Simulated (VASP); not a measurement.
Here is a VASP 6.6.1 calculation.

INCAR

```
AGGAC    = 1.0          
AGGAX    = 1.0          
ALDAC    = 0.0          
ALDAX    = 1.0          
ALGO     = Fast           # electronic algorithm
EDIFF    = 1E-6           # SCF threshold, eV
EDIFFG   = -0.01          # ionic threshold
ENCUT    = 600            # plane-wave cutoff, eV
GGA      = B5             # functional
IBRION   = 2              # ionic algorithm
ISIF     = 3              # what is computed and relaxed
ISMEAR   = -1             # smearing method
LASPH    = True           # aspherical terms in the spheres
LCHARG   = False          # write CHGCAR
LREAL    = False          # projectors in reciprocal space
LWAVE    = False          # write WAVECAR
NELM     = 100            # most SCF steps
NSW      = 60             # ionic steps
PREC     = Accurate       # precision mode
SIGMA    = 0.05           # smearing width, eV
```

Contents of KPOINTS:

```
k-points
0
Gamma
  10 10 10
```

File POSCAR:

```
Hf
1.0
   -1.8050000000      1.8050000000      1.8050000000
    1.8050000000     -1.8050000000      1.8050000000
    1.8050000000      1.8050000000     -1.8050000000
Hf
1
Direct
    0.0000000000      0.0000000000      0.0000000000
```

Potentials or basis: VASP PAW PBE potentials, release 64 (Hf_pv).

The run is started by

```sh
$ cat potpaw_PBE.64/Hf_pv/POTCAR > POTCAR
$ mpirun -np 1 vasp_std > vasp.out
```

Q: What does it give for the space group after relaxing (to 0.05 Å)?

A: Im-3m (No. 229).

Q: Estimate the relaxed cell.

A: a = 3.098 Å, b = 3.098 Å, c = 3.098 Å, α = 109.47°, β = 109.47°, γ = 109.47°.

Q: Predict the relaxed volume.

A: 22.89 Å³/atom.

Q: Estimate the band gap on the k mesh.

A: Zero (band 5 reaches 6.34 eV, above the bottom of band 6 at 4.22 eV).

Step by step:
| step | energy change (eV) | largest force (eV/Å) | pressure (GPa) | volume (Å³) |
| --- | --- | --- | --- | --- |
| 1 | 0.0000 | 0.0000 | -2.54 | 23.52 |
| 2 | 0.0001 | 0.0000 | 2.87 | 22.27 |
| 3 | -0.0051 | 0.0000 | -0.01 | 22.89 |

Caveat: the PAW data sets were made with another functional, which shifts forces and pressure a little; spin-orbit coupling is left out, which moves the levels of the heavy elements.
